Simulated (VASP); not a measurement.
**TiH: single point with r2SCAN**

TiH:

```xyz
2
Lattice="0.0000 2.0897 2.0897 2.0897 0.0000 2.0897 2.0897 2.0897 0.0000" Properties=species:S:1:pos:R:3 pbc="T T T"
Ti    0.0000    0.0000    0.0000
H     2.0897    2.0897    2.0897
```

```yaml
Program: VASP 6.6.1
Task: single point
Functional: r2SCAN
Potentials_or_basis: VASP PAW PBE potentials, release 64 (Ti_sv, H)
Cutoff: 550 eV
k_mesh: 9 × 9 × 9
Occupations: methfessel-paxton, width 0.15 eV
Spin: no spin polarisation
```

```yaml
Pressure: -0.3 GPa
```

Levels at points of the mesh, in eV from the Fermi level:
| k point | band 3 | band 4 | band 5 | band 6 | band 7 | band 8 | band 9 | band 10 |
| --- | --- | --- | --- | --- | --- | --- | --- | --- |
| (0.00, 0.00, 0.00) | -33.94 | -33.94 | -10.10 | 0.73 | 0.73 | 0.73 | 2.54 | 2.54 |

It took 45 s on 1 thread of Intel Xeon 8259CL, with other jobs on the host, peak memory 0.15 GiB.

Caveat: the PAW data sets were made with another functional, which shifts forces and pressure a little.
